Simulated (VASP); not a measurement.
Runs of VASP 6.6.1 on CO2. The structure is that of space group Pbca (No. 61), or close to it. The cells are those of the table. 

```csv
cell,gap on the mesh (eV),pressure (GPa),largest force (eV/Å)
"a = 6.119, b = 5.800, c = 4.930 Å, 12 atoms",6.79,13.2,4.60
"a = 5.162, b = 5.800, c = 6.235 Å, 12 atoms",6.65,4.9,1.84
"a = 5.481, b = 5.800, c = 5.800 Å, 12 atoms",6.84,8.2,3.15
"a = 6.438, b = 5.800, c = 4.930 Å, 12 atoms",6.52,4.9,1.66
"a = 5.800, b = 5.800, c = 5.365 Å, 12 atoms",(c),11.0,4.10
"a = 5.162, b = 5.800, c = 5.365 Å, 12 atoms",(b),31.1,10.44
"a = 5.481, b = 5.800, c = 5.365 Å, 12 atoms",7.13,20.1,7.12
"a = 5.481, b = 5.800, c = 4.930 Å, 12 atoms",7.37,(a),11.60
```

Alike in all rows: task single point; level PBEsol; potentials or basis VASP PAW PBE potentials, release 64 (C, O); no spin polarisation; k mesh 4 × 4 × 4; cutoff (eV) 520; smearing gaussian 0.05 eV.

Estimate the missing entries.

(a) 35.4; (b) 7.32; (c) 6.89.

Caveats: the cell stands under pressure; this functional lacks dispersion, which holds the molecules together, so the pressure and a relaxed volume are unreliable; the PAW data sets were made with another functional, which shifts forces and pressure a little.

A k mesh can miss the band edges.
